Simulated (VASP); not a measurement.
# Hg in VASP: settings compared

Aim: see how the results for Hg move with the level of theory and the settings. Levels: revPBE+D4, PBE-based screened hybrid with 25 % exact exchange, PBE. Tasks: single point.

Everything below comes from runs of VASP 6.6.1. Logs are shortened: lines on timing, memory, paths and dates and some standing lists are left out, and cuts for length are marked.

### 1 The cell of the first run

The typed cell holds 1 atom: a = 3.257 Å, b = 3.254 Å, c = 3.283 Å, α = 108.31°, β = 110.53°, γ = 108.87°.

### 2 Single point, revPBE+D4, non-collinear spin, zero start, spin-orbit coupling (the cell strained at random)

Input file INCAR:

```
SYSTEM = Hg
  PREC = Accurate
  ENCUT = 520
  EDIFF = 1E-7
  ISMEAR = 1
  SIGMA = 0.1
  LREAL = .FALSE.
  LASPH = .TRUE.
  NELM = 150
  ALGO = Normal
  ISIF = 2
  LWAVE = .FALSE.
  LCHARG = .FALSE.
  MAGMOM = 0 0 0
  LORBIT = 11
  LSORBIT = .TRUE.
  GGA_COMPAT = .FALSE.
  LORBMOM = .TRUE.
  GGA = RE
  IVDW = 13
  NBANDS = 23
```

Input file KPOINTS:

```
regular mesh
0
G
  7 7 7
  0 0 0
```

Input file POSCAR:

```
Hg
1.0
   -1.8941620000      1.8515640000      1.8945880000
    1.9015910000     -1.8419600000      1.8924590000
    1.9265440000      1.8743420000     -1.8851850000
Hg
1
Direct
    0.4888750000      0.4895150000     -0.0247150000
```

Potentials or basis: VASP PAW PBE potentials, release 64 (Hg).

The run is started by

```console
$ cat potpaw_PBE.64/Hg/POTCAR > POTCAR
$ mpirun -np 1 vasp_ncl > vasp.out
```

OUTCAR:

```text
SYSTEM = Hg
   PREC = Accurate
   ENCUT = 520
   EDIFF = 1E-7
   ISMEAR = 1
   LREAL = .FALSE.
   LASPH = .TRUE.
   NELM = 150
   ISIF = 2
   LORBIT = 11
   LSORBIT = .TRUE.
   GGA = RE
   IVDW = 13

 ion  position               nearest neighbor table
   1  0.489  0.490  0.975-

  LATTYP: Found a triclinic cell.
 ALAT       =     9.2673817285
 B/A-ratio  =     0.3542624951
 C/A-ratio  =     0.5747279278
 COS(alpha) =     0.0045000373
 COS(beta)  =     0.2951953689
 COS(gamma) =     0.9421101485

  Lattice vectors:

 A1 = (   3.8456590000,   3.7390800000,  -7.5574170000)
 A2 = (   1.9265440000,   1.8743420000,  -1.8851850000)
 A3 = (  -0.0398110000,  -3.7355100000,  -3.7964500000)

Analysis of symmetry for initial positions (statically):
=====================================================================
 Subroutine PRICEL returns:
 Original cell was already a primitive cell.

 Routine SETGRP: Setting up the symmetry group for a
 triclinic supercell.

 Subroutine GETGRP returns: Found  2 space group operations
 (whereof  1 operations were pure point group operations)
 out of a pool of  2 trial point group operations.

The static configuration has the point symmetry C_1 .
 The point group associated with its full space group is S_2 .

Analysis of symmetry for dynamics (positions and initial velocities):
=====================================================================
 Subroutine PRICEL returns:
 Original cell was already a primitive cell.

 Routine SETGRP: Setting up the symmetry group for a
 triclinic supercell.

 Subroutine GETGRP returns: Found  2 space group operations
 (whereof  1 operations were pure point group operations)
 out of a pool of  2 trial point group operations.

The dynamic configuration has the point symmetry C_1 .
 The point group associated with its full space group is S_2 .

Analysis of structural, dynamic, and magnetic symmetry:
=====================================================================
 Subroutine PRICEL returns:
 Original cell was already a primitive cell.

 Routine SETGRP: Setting up the symmetry group for a
 triclinic supercell.

 Subroutine GETGRP returns: Found  2 space group operations
 (whereof  1 operations were pure point group operations)
 out of a pool of  2 trial point group operations.

The overall configuration has the point symmetry C_1 .
 The point group associated with its full space group is S_2 .

[... 156 lines left out ...]
 k-point     1 :       0.0000    0.0000    0.0000
  band No.  band energies     occupation
      1      -6.1304      1.00000
      2      -6.1304      1.00000
      3      -5.8087      1.00000
      4      -5.8087      1.00000
      5      -5.7860      1.00000
      6      -5.7860      1.00000
[... 613 lines left out ...]
     22      18.5897      0.00000
     23      19.0494      0.00000

 [... further k-points ...]

------------------------ aborting loop because EDIFF is reached ----------------------------------------

  DFT-D4 for vdW energy calculation

  Edisp (eV):   -0.64836

  FORCE on cell =-STRESS in cart. coord.  units (eV):
  Direction    XX          YY          ZZ          XY          YZ          ZX
  --------------------------------------------------------------------------------------
  -------------------------------------------------------------------------------------
  Total      -0.26762    -0.24986    -0.25363     0.01669     0.00520    -0.00321
  in kB     -15.87715   -14.82353   -15.04704     0.98994     0.30829    -0.19061
  external pressure =      -15.25 kB  Pullay stress =        0.00 kB

 VOLUME and BASIS-vectors are now :
 -----------------------------------------------------------------------------
  energy-cutoff  :      520.00
  volume of cell :       27.01
      direct lattice vectors                 reciprocal lattice vectors
    -1.894162000  1.851564000  1.894588000    -0.002765355  0.267750433  0.263384391
     1.901591000 -1.841960000  1.892459000     0.260747813 -0.002931296  0.263553913
     1.926544000  1.874342000 -1.885185000     0.258974762  0.266143323 -0.001182970

 POSITION                                       TOTAL-FORCE (eV/Angst)
 -----------------------------------------------------------------------------------
      1.88378      1.83153      0.01401        -0.000000      0.000000      0.000000
 -----------------------------------------------------------------------------------
    total drift:                                0.000003      0.000006     -0.000001

  FREE ENERGIE OF THE ION-ELECTRON SYSTEM (eV)
  ---------------------------------------------------
  free  energy   TOTEN  =        -0.6988725930 eV

  energy  without entropy=       -0.6979835327  energy(sigma->0) =       -0.69857624

 orbital moment (x)

 # of ion     p       d       tot
 ----------------------------------------
  1        -0.000  -0.000  -0.000
 ----------------------------------------
           -0.000  -0.000  -0.000

 orbital moment (y)

 # of ion     p       d       tot
 ----------------------------------------
  1         0.000   0.000   0.000
 ----------------------------------------
            0.000   0.000   0.000

 orbital moment (z)

 # of ion     p       d       tot
 ----------------------------------------
  1         0.000   0.000   0.000
 ----------------------------------------
            0.000   0.000   0.000

 Spin-Orbit-Coupling matrix elements

 Ion:    1  E_soc:     -0.4750311
 l=   1
     0.0000000    -0.0114849    -0.0115996
    -0.0114849     0.0000000    -0.0118161
    -0.0115996    -0.0118161     0.0000000
 l=   2
     0.0000000    -0.0138394     0.0000000    -0.0138480    -0.0536894
    -0.0138394     0.0000000    -0.0402355    -0.0138442    -0.0134157
     0.0000000    -0.0402355     0.0000000    -0.0403072     0.0000000
    -0.0138480    -0.0138442    -0.0403072     0.0000000    -0.0134357
    -0.0536894    -0.0134157     0.0000000    -0.0134357     0.0000000
 l=   3
     0.0000000     0.0000000     0.0000000     0.0000000     0.0000000     0.0000000     0.0000000
     0.0000000     0.0000000     0.0000000     0.0000000     0.0000000     0.0000000     0.0000000
     0.0000000     0.0000000     0.0000000     0.0000000     0.0000000     0.0000000     0.0000000
     0.0000000     0.0000000     0.0000000     0.0000000     0.0000000     0.0000000     0.0000000
     0.0000000     0.0000000     0.0000000     0.0000000     0.0000000     0.0000000     0.0000000
     0.0000000     0.0000000     0.0000000     0.0000000     0.0000000     0.0000000     0.0000000
     0.0000000     0.0000000     0.0000000     0.0000000     0.0000000     0.0000000     0.0000000

 total charge

# of ion       s       p       d       tot
------------------------------------------
    1        0.926   0.162   9.346  10.433

 magnetization (x)

# of ion       s       p       d       tot
------------------------------------------
    1       -0.000   0.000  -0.000   0.000

 magnetization (y)

# of ion       s       p       d       tot
------------------------------------------
    1        0.000  -0.000   0.000  -0.000

 magnetization (z)

# of ion       s       p       d       tot
------------------------------------------
    1        0.000  -0.000   0.000  -0.000
```

OSZICAR:

```text
N       E                     dE             d eps       ncg     rms          rms(c)
DAV:   1     0.923260509833E+02    0.92326E+02   -0.59826E+03  7912   0.992E+02
DAV:   2     0.227808178314E+01   -0.90048E+02   -0.83794E+02  8948   0.272E+02
DAV:   3    -0.589689097064E-01   -0.23371E+01   -0.23319E+01  9227   0.474E+01
DAV:   4    -0.624366328425E-01   -0.34677E-02   -0.34676E-02  9146   0.193E+00
DAV:   5    -0.624431558647E-01   -0.65230E-05   -0.65232E-05  9279   0.755E-02    0.436E+00
DAV:   6    -0.498716993609E-01    0.12571E-01   -0.28731E-02  9375   0.224E+00    0.303E+00
DAV:   7    -0.500946521029E-01   -0.22295E-03   -0.69858E-03  9018   0.918E-01    0.130E+00
DAV:   8    -0.504510636874E-01   -0.35641E-03   -0.58423E-04  8424   0.255E-01    0.345E-01
DAV:   9    -0.504772075749E-01   -0.26144E-04   -0.22131E-04  9159   0.197E-01    0.220E-02
DAV:  10    -0.505166682244E-01   -0.39461E-04   -0.47173E-05  8254   0.630E-02    0.585E-03
DAV:  11    -0.505170246270E-01   -0.35640E-06   -0.61222E-07  9726   0.708E-03    0.159E-03
DAV:  12    -0.505169949452E-01    0.29682E-07   -0.53269E-09  5485   0.689E-04
   1 F= -.69887259E+00 E0= -.69857624E+00  d E =-.889060E-03  mag=    -0.0000    -0.0000    -0.0000
```

stdout:

```text
POSCAR found type information on POSCAR Hg
 POSCAR found :  1 types and       1 ions
 scaLAPACK will be used
 -----------------------------------------------------------------------------
|                                                                             |
|                                                                             |
|     You enforced a specific xc type in the INCAR file but a different       |
|     I HOPE YOU KNOW WHAT YOU ARE DOING!                                     |
|                                                                             |
 -----------------------------------------------------------------------------

 LDA part: xc-table for (Slater+PW92), standard interpolation
 POSCAR, INCAR and KPOINTS ok, starting setup
 FFT: planning ... GRIDC
 FFT: planning ... GRID_SOFT
 FFT: planning ... GRID
 WAVECAR not read
 entering main loop
```

Run time: 4.4 min. Hardware: 1 thread of Intel Xeon 8259CL, shared host; peak memory 0.3 GiB.

Results:

- Free energy: -0.6989 eV
- Pressure: -1.5 GPa
- Net moment: 0.00 μB per cell
- Valence electrons inside the program's atomic spheres: Hg 10.43
- Dispersion energy per atom: -0.648 eV

Moments on the atoms (μB; x, y, z):
```
Hg  0.00 0.00 0.00
```

Caveat: the cell differs from its parent crystal (the cell strained at random); the PAW data sets were made with another functional, which shifts forces and pressure a little.

### 3 Single point, PBE-based screened hybrid with 25 % exact exchange

Input file POSCAR:

```
Hg
1.0
   -1.8767364354      1.8767364354      1.9168448550
    1.8767364354     -1.8767364354      1.9168448550
    1.8767364354      1.8767364354     -1.9168448550
Hg
1
Direct
    0.5000000000      0.5000000000      0.0000000000
```

Input file INCAR.step1:

```
ALGO = Normal
EDIFF = 1E-5
ENCUT = 520
GGA = PE
ISIF = 2
ISMEAR = -1
LASPH = True
LCHARG = False
LREAL = False
LWAVE = True
NBANDS = 12
NELM = 60
PREC = Accurate
SIGMA = 0.05
```

Input file INCAR.step2:

```
AEXX = 0.25
ALGO = Normal
EDIFF = 1E-7
ENCUT = 520
GGA = PE
HFSCREEN = 0.3
ISIF = 2
ISMEAR = -1
ISTART = 1
LASPH = True
LCHARG = False
LHFCALC = True
LREAL = False
LWAVE = False
NBANDS = 12
NELM = 60
PREC = Accurate
PRECFOCK = Normal
SIGMA = 0.05
```

Input file KPOINTS:

```
Automatic mesh
0
Gamma
  6 6 6
  0.5 0.5 0.5
```

Potentials or basis: VASP PAW PBE potentials, release 64 (Hg).

The run is started by

```console
$ cat potpaw_PBE.64/Hg/POTCAR > POTCAR
$ cp INCAR.step1 INCAR
$ mpirun -np 1 vasp_std > vasp.out
$ cp INCAR.step2 INCAR
$ mpirun -np 1 vasp_std > vasp.out
```

OUTCAR:

```text
AEXX = 0.25
   EDIFF = 1E-7
   ENCUT = 520
   GGA = PE
   HFSCREEN = 0.3
   ISIF = 2
   ISMEAR = -1
   ISTART = 1
   LASPH = True
   LHFCALC = True
   LREAL = False
   NELM = 60
   PREC = Accurate
   PRECFOCK = Normal

 ion  position               nearest neighbor table
   1  0.500  0.500  0.000-

  LATTYP: Found a body centered tetragonal cell.
 ALAT       =     3.7534728708
 C/A-ratio  =     1.0213713651

  Lattice vectors:

 A1 = (  -1.8767364354,   1.8767364354,   1.9168448550)
 A2 = (   1.8767364354,  -1.8767364354,   1.9168448550)
 A3 = (   1.8767364354,   1.8767364354,  -1.9168448550)

Analysis of symmetry for initial positions (statically):
=====================================================================
 Subroutine PRICEL returns:
 Original cell was already a primitive cell.

 Routine SETGRP: Setting up the symmetry group for a
 body centered tetragonal supercell.

 Subroutine GETGRP returns: Found 16 space group operations
 (whereof 16 operations were pure point group operations)
 out of a pool of 16 trial point group operations.

[... 176 lines left out ...]
      1      -6.4226      2.00000
      2      -6.3954      2.00000
      3      -6.3799      2.00000
      4      -5.6665      2.00000
      5      -5.6398      2.00000
      6      -5.4923      2.00000
      7      11.1924      0.00000
      8      12.7827      0.00000
      9      12.9963      0.00000
     10      17.8111      0.00000
     11      18.6523      0.00000
     12      18.9648      0.00000
[... 331 lines left out ...]
 k-point    24 :      -0.4167   -0.4167    0.2500
  band No.  band energies     occupation
      1      -6.5496      2.00000
      2      -6.5488      2.00000
      3      -5.9368      2.00000
      4      -5.3324      2.00000
      5      -5.3113      2.00000
      6       1.7918      0.49696
      7       4.5305      0.00000
      8       4.7260      0.00000
      9      11.0690      0.00000
     10      13.7449      0.00000
     11      14.0647      0.00000
     12      20.3905      0.00000

 [... further k-points ...]

------------------------ aborting loop because EDIFF is reached ----------------------------------------

  FORCE on cell =-STRESS in cart. coord.  units (eV):
  Direction    XX          YY          ZZ          XY          YZ          ZX
  --------------------------------------------------------------------------------------
  -------------------------------------------------------------------------------------
  Total       -0.0371179     -0.0371179     -0.1015758      0.0000000     -0.0000000      0.0000000
  in kB       -2.2021181     -2.2021181     -6.0262539      0.0000000     -0.0000000      0.0000000
  external PRESSURE =      -3.4768300 kB  Pullay stress =       0.0000000 kB

 VOLUME and BASIS-vectors are now :
 -----------------------------------------------------------------------------
  energy-cutoff  :      520.00
  volume of cell :       27.01
      direct lattice vectors                 reciprocal lattice vectors
    -1.876736435  1.876736435  1.916844855     0.000000000  0.266419935  0.260845315
     1.876736435 -1.876736435  1.916844855     0.266419935  0.000000000  0.260845315
     1.876736435  1.876736435 -1.916844855     0.266419935  0.266419935  0.000000000

 POSITION                                       TOTAL-FORCE (eV/Angst)
 -----------------------------------------------------------------------------------
      0.00000      0.00000      1.91684        -0.000000      0.000000     -0.000000
 -----------------------------------------------------------------------------------
    total drift:                                0.000000      0.000000      0.000000

  FREE ENERGIE OF THE ION-ELECTRON SYSTEM (eV)
  ---------------------------------------------------
  free  energy   TOTEN  =        -0.2324066884 eV

  energy  without entropy=       -0.2302325369  energy(sigma->0) =       -0.23131961
```

OUTCAR.step1:

```text
EDIFF = 1E-5
   ENCUT = 520
   GGA = PE
   ISIF = 2
   ISMEAR = -1
   LASPH = True
[... 575 lines left out ...]

 POSITION                                       TOTAL-FORCE (eV/Angst)
 -----------------------------------------------------------------------------------
      0.00000      0.00000      1.91684         0.000000     -0.000000      0.000000
 -----------------------------------------------------------------------------------
    total drift:                               -0.000000      0.000000      0.000000

  FREE ENERGIE OF THE ION-ELECTRON SYSTEM (eV)
  ---------------------------------------------------
  free  energy   TOTEN  =        -0.1531554304 eV

  energy  without entropy=       -0.1498911415  energy(sigma->0) =       -0.15152329
```

Run time: 42 min. Hardware: 1 thread of Intel Xeon Platinum 8259CL at 2.50GHz (Skylake/Cascade Lake), shared host; peak memory 0.25 GiB.

What came out:

| Item | Value |
| --- | --- |
| Free energy | -0.2324 eV |
| Pressure | -0.3 GPa |
| Band gap on the k mesh | zero (bands 6 and 7 overlap by 0.89 eV) |

Levels at points of the mesh, in eV from the Fermi level:
```
           k point  band 4  band 5  band 6  band 7  band 8  band 9
(0.08, 0.08, 0.08)   -7.40   -7.38   -7.23    9.46   11.05   11.26
```

Caveat: the k points lie up to 0.39 Å⁻¹ apart, too coarse for converged energies and pressures of a metal; the PAW data sets were made with another functional, which shifts forces and pressure a little; spin-orbit coupling is left out, which moves the levels of the heavy elements.

### 4 Single point, PBE

Input file INCAR:

```
SYSTEM = Hg
PREC = Accurate
ENCUT = 520
EDIFF = 1E-7
ISMEAR = 0
SIGMA = 0.05
LREAL = .FALSE.
LASPH = .TRUE.
NELM = 80
ALGO = Fast
ISIF = 2
LWAVE = .FALSE.
LCHARG = .FALSE.
GGA = PE
NBANDS = 12
```

Input file KPOINTS:

```
regular mesh
0
G
  7 7 7
  0 0 0
```

Input file POSCAR:

```
Hg
1.0
   -1.9129580000      1.8560820000      1.9214850000
    1.8750080000     -1.8958070000      1.9232230000
    1.8916120000      1.8744610000     -1.9603790000
Hg
1
Direct
    0.4987490000      0.4934840000     -0.0048490000
```

The run is started by

```console
$ cat potpaw_PBE.64/Hg/POTCAR > POTCAR
$ mpirun -np 1 vasp_std > vasp.out
```

Wall time 21 s (1 thread of AMD EPYC 9R45 (Zen 5), shared host); peak memory 0.15 GiB.

It converged, with:

| Item | Value |
| --- | --- |
| Free energy | -0.1683 eV |
| Pressure | 0.8 GPa |
| Band gap on the k mesh | zero (bands 6 and 7 overlap by 1.15 eV) |

Stress tensor (GPa, compression positive):
```
 0.86 -0.16  0.09
-0.16  0.89 -0.06
 0.09 -0.06  0.60
```

Levels at points of the mesh, in eV from the Fermi level:
```tsv
k point	band 3	band 4	band 5	band 6	band 7	band 8	band 9	band 10
(0.00, 0.00, 0.00)	-6.53	-6.47	-5.88	-5.82	14.06	14.30	14.94	14.96
```

Caveat: spin-orbit coupling is left out, which moves the levels of the heavy elements.

### 5 Single point, PBE

Input file INCAR:

```
SYSTEM = Hg
  PREC = Accurate
  ENCUT = 520
  EDIFF = 1E-6
  ISMEAR = 0
  SIGMA = 0.025
  LREAL = .FALSE.
  LASPH = .TRUE.
  NELM = 100
  ALGO = Normal
  ISIF = 2
  LWAVE = .FALSE.
  LCHARG = .FALSE.
  GGA = PE
  NBANDS = 12
```

KPOINTS is that of step 4.

POSCAR is that of step 4.

The run is started by

```console
$ cat potpaw_PBE.64/Hg/POTCAR > POTCAR
$ mpirun -np 1 vasp_std > vasp.out
```

Run time: 17 s. Hardware: 1 thread of AMD EPYC 9R45 (Zen 5), shared host; peak memory 0.15 GiB.

It converged, with:

```
Free energy            : -0.1680 eV
Pressure               : 0.8 GPa
Band gap on the k mesh : zero (bands 6 and 7 overlap by 1.15 eV)
```

Stress tensor (GPa, compression positive):
```
 0.91 -0.23  0.12
-0.23  0.85 -0.13
 0.12 -0.13  0.56
```

Levels at points of the mesh, in eV from the Fermi level:
| k point | band 2 | band 3 | band 4 | band 5 | band 6 | band 7 | band 8 | band 9 | band 10 | band 11 |
| --- | --- | --- | --- | --- | --- | --- | --- | --- | --- | --- |
| (0.00, 0.00, 0.00) | -6.63 | -6.53 | -6.47 | -5.89 | -5.83 | 14.06 | 14.30 | 14.94 | 14.96 | 15.18 |

Caveat: spin-orbit coupling is left out, which moves the levels of the heavy elements.

### 6 The runs side by side

| level | spin | cell | k mesh | smearing | grid for exact exchange (PRECFOCK) | share of exact exchange | screening parameter | gap on the mesh (eV) | pressure (GPa) |
| --- | --- | --- | --- | --- | --- | --- | --- | --- | --- |
| revPBE+D4 | non-collinear, zero start, SOC | a = 3.257, b = 3.254, c = 3.283 Å, angles 108.3, 110.5, 108.9°, 1 atom | 7 × 7 × 7 | methfessel-paxton 0.1 eV | - | - | - | - | -1.5 |
| PBE-based screened hybrid with 25 % exact exchange | off | a = 3.274 Å, angles 110.0, 110.0, 108.3°, 1 atom | 6 × 6 × 6, shifted | fermi-dirac 0.05 eV | Normal | 0.25 | 0.3 1/Å | none | -0.3 |
| PBE | off | a = 3.286, b = 3.288, c = 3.307 Å, angles 110.3, 111.1, 108.4°, 1 atom | 7 × 7 × 7 | gaussian 0.05 eV | - | - | - | none | 0.8 |
| PBE | off | a = 3.286, b = 3.288, c = 3.307 Å, angles 110.3, 111.1, 108.4°, 1 atom | 7 × 7 × 7 | gaussian 0.025 eV | - | - | - | none | 0.8 |

Alike in all rows: task single point; potentials or basis VASP PAW PBE potentials, release 64 (Hg); cutoff (eV) 520.

Caveats: some runs use coarse meshes; spin-orbit coupling is left out, which moves the levels of the heavy elements (at least some runs); the PAW data sets were made with another functional, which shifts forces and pressure a little (at least some runs).

Total energies depend on the potentials used, so only differences within one code and one set of settings carry meaning.
